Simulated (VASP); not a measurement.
Input of a VASP 6.6.1 run:

Contents of INCAR:

```
ALGO = Normal
DIPOL = 0.5 0.5 0.395
EDIFF = 1E-6
ENCUT = 520
GGA = PE
IDIPOL = 3
ISIF = 2
ISMEAR = 0
IVDW = 12
LASPH = True
LCHARG = False
LDIPOL = True
LREAL = False
LWAVE = False
NBANDS = 50
NELM = 60
PREC = Accurate
SIGMA = 0.05
```

File KPOINTS:

```
Automatic mesh
0
Gamma
  7 7 1
  0.5 0.5 0
```

POSCAR

```
SnO
1.0
    3.8201526160      0.0002954389      0.0000000000
   -0.0003145156      3.8201526145      0.0000000000
    0.0000000000      0.0000000000     22.2260756252
Sn O
4 4
Direct
    0.9999453016      0.9999453016      0.2024648920
    0.4999453016      0.4999453016      0.3087831576
    0.4999453016      0.6249453016      0.4820031207
   -0.0000546984      0.1249453016      0.5883213864
    0.9999461184      0.4999461184      0.2556240248
    0.4999461184      0.9999461184      0.2556240248
    0.4999461184      0.1249461184      0.5351622535
   -0.0000538816      0.6249461184      0.5351622535
```

Potentials or basis: VASP PAW PBE potentials, release 64 (Sn_d, O).

Launch:

```console
$ cat potpaw_PBE.64/Sn_d/POTCAR potpaw_PBE.64/O/POTCAR > POTCAR
$ mpirun -np 1 vasp_std > vasp.out
```

Question: Estimate the band gap on the k mesh.

Answer: 1.98 eV, indirect (least direct gap 2.31 eV).

Question: What does it give for the largest force?

Answer: 0.158 eV/Å.

Question: Estimate the dispersion energy per atom.

Answer: -0.158 eV.

Forces in eV/Å, atoms in the order of the input:
```
Sn   0.000 -0.009 -0.082
Sn   0.000 -0.058 -0.146
Sn   0.000  0.058  0.146
Sn   0.000  0.009  0.082
O    0.000  0.017 -0.009
O    0.000 -0.042 -0.010
O    0.000  0.042  0.010
O    0.000 -0.017  0.009
```

Caveat: spin-orbit coupling is left out, which moves the levels of the heavy elements.
